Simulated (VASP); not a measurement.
SrCl2: relaxation of cell and atoms with PBE

SrCl2:

```
Sr Cl
1.0
     4.98980    0.00000    0.00000
     0.00000    4.98980    0.00000
     0.00000    0.00000    4.17037
Sr Cl
1 2
Direct
  0.50000 0.50000 0.00000
  0.50000 0.00000 0.00000
  0.00000 0.50000 0.00000
```

```json
{
  "Program": "VASP 6.6.1",
  "Task": "relaxation of cell and atoms",
  "Functional": "PBE",
  "Potentials or basis": "VASP PAW PBE potentials, release 64 (Sr_sv, Cl)",
  "Cutoff": "600 eV",
  "k mesh": "4 × 4 × 4",
  "Occupations": "gaussian, width 0.1 eV",
  "Spin": "no spin polarisation",
  "Dipole correction": "no",
  "Further INCAR settings": "ALGO = Normal; EDIFF = 1e-06; IBRION = 2; EDIFFG = -0.04; NSW = 90; ISIF = 3"
}
```

* Relaxed cell: a = 5.594 Å, b = 5.594 Å, c = 6.233 Å, α = 90.00°, β = 90.00°, γ = 90.00°
* Space group after relaxing (to 0.05 Å): P4/mmm (No. 123)
* Energy gained by relaxing: 499.1 meV/atom
* Ionic steps: 12
* Pressure after relaxing: 0.0 GPa
* Band gap on the k mesh: 3.66 eV, indirect (least direct gap 4.03 eV)

The path:
```tsv
step	energy change (eV)	largest force (eV/Å)	pressure (GPa)	volume (Å³)
1	0.0000	0.0000	13.86	103.83
2	-0.8085	0.0000	-2.67	154.26
3	-1.2269	0.0000	0.65	130.48
4	-1.2706	0.0000	0.56	134.07
5	-1.3648	0.0000	0.35	144.90
6	-1.4574	0.0000	0.14	166.72
7	-1.4825	0.0000	-0.25	211.06
8	-1.4936	0.0000	-0.01	188.42
9	-1.4969	0.0000	-0.08	197.13
10	-1.4969	0.0000	-0.07	195.78
11	-1.4931	0.0000	0.32	192.27
12	-1.4972	0.0000	0.00	195.06
```

Final structure:
```
Sr Cl
1.0
     5.59408    0.00000    0.00000
     0.00000    5.59408    0.00000
     0.00000    0.00000    6.23306
Sr Cl
1 2
Cartesian
  2.7970 2.7970 6.2331
  2.7970 0.0000 0.0000
  0.0000 2.7970 6.2331
```

Levels at points of the mesh, in eV from the valence-band top:
```csv
k point,band 8,band 9,band 10,band 11,band 12,band 13,band 14,band 15,band 16
"(0.00, 0.00, 0.00)",-1.14,-0.90,-0.59,-0.37,-0.37,3.66,5.65,5.69,5.69
"(0.50, 0.00, 0.00)",-0.99,-0.88,-0.74,-0.69,-0.62,4.20,5.77,6.09,6.72
"(0.50, 0.50, 0.00)",-1.76,-1.33,-0.86,-0.86,0.00,4.61,6.72,6.92,6.92
"(0.00, 0.00, 0.50)",-1.13,-0.97,-0.61,-0.37,-0.37,5.35,5.48,5.48,5.66
"(0.50, 0.00, 0.50)",-0.99,-0.92,-0.79,-0.68,-0.62,5.41,5.59,5.71,6.15
"(0.50, 0.50, 0.50)",-1.76,-1.32,-0.90,-0.90,0.00,5.62,5.80,6.57,6.57
```

Run time: 3 min on 1 thread of Intel(R) Xeon(R) Platinum 8488C (Sapphire Rapids), with other jobs on the host, peak memory 0.25 GiB.

Caveat: the volume moved by over 15 % at a fixed basis, so the end points are rough. A k mesh can miss the band edges.
